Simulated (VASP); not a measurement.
A run of VASP 6.6.1 is set up as follows.

File INCAR:

```
ALGO = Fast
EDIFF = 1E-6
ENCUT = 520
GGA = PE
ISIF = 2
ISMEAR = -1
LASPH = True
LCHARG = False
LREAL = False
LWAVE = False
NBANDS = 11
NELM = 100
PREC = Accurate
SIGMA = 0.05
```

Contents of KPOINTS:

```
k-points
0
Gamma
  12 12 12
```

File POSCAR:

```
Pt
1.0
   -1.5947118289      1.5947118289      1.5947118289
    1.5947118289     -1.5947118289      1.5947118289
    1.5947118289      1.5947118289     -1.5947118289
Pt
1
Direct
    0.0000000000      0.0000000000      0.0000000000
```

Potentials or basis: VASP PAW PBE potentials, release 64 (Pt).

The run is started by

```bash
$ cat potpaw_PBE.64/Pt/POTCAR > POTCAR
$ mpirun -np 1 vasp_std > vasp.out
```

(1) Predict the band gap on the k mesh.

(2) Estimate the pressure.

Answers

(1) zero (band 5 reaches 10.69 eV, above the bottom of band 6 at 8.64 eV).

(2) -6.1 GPa.

Caveat: spin-orbit coupling is left out, which moves the levels of the heavy elements.
